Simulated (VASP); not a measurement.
Set up this calculation in VASP 6.6.1, as the native input.

- Task: single point
- Functional: PBEsol
- Potentials or basis: VASP PAW PBE potentials, release 64 (In_d, P)
- Cutoff: 520 eV
- k mesh: 12 × 12 × 12
- Occupations: gaussian, width 0.1 eV
- Spin: no spin polarisation
- Dipole correction: no
- Further INCAR settings: ALGO = Normal; EDIFF = 1e-06; NBANDS = 16

The structure of InP lies in POSCAR:

```
InP
1.0
    0.0000000000      2.7282328837      2.7282328837
    2.7282328837      0.0000000000      2.7282328837
    2.7282328837      2.7282328837      0.0000000000
In P
1 1
Direct
    0.0000000000      0.0000000000      0.0000000000
    0.5000000000      0.5000000000      0.5000000000
```

One way to write it, as run:

INCAR

```
ALGO = Normal
EDIFF = 1E-6
ENCUT = 520
GGA = PS
ISIF = 2
ISMEAR = 0
LASPH = T
LCHARG = T
LELF = T
LREAL = F
LVHAR = T
LWAVE = F
NBANDS = 16
NELM = 100
PREC = Accurate
SIGMA = 0.1
```

KPOINTS

```
k-points
0
Gamma
  12 12 12
```

Potentials or basis: VASP PAW PBE potentials, release 64 (In_d, P).

The run is started by

```sh
$ cat potpaw_PBE.64/In_d/POTCAR potpaw_PBE.64/P/POTCAR > POTCAR
$ mpirun -np 1 vasp_std > vasp.out
```

It gave:

```yaml
Pressure: 0.0 GPa
Band_gap_on_the_k_mesh: zero (band 9 reaches 7.83 eV, above the bottom of band 10 at 4.99 eV)
```

Caveat: the PAW data sets were made with another functional, which shifts forces and pressure a little; spin-orbit coupling is left out, which moves the levels of the heavy elements.

Wall time 23 s on 1 thread of AMD EPYC 9R45 96-Core Processor (Zen 5), with other jobs on the host, peak memory 0.17 GiB.
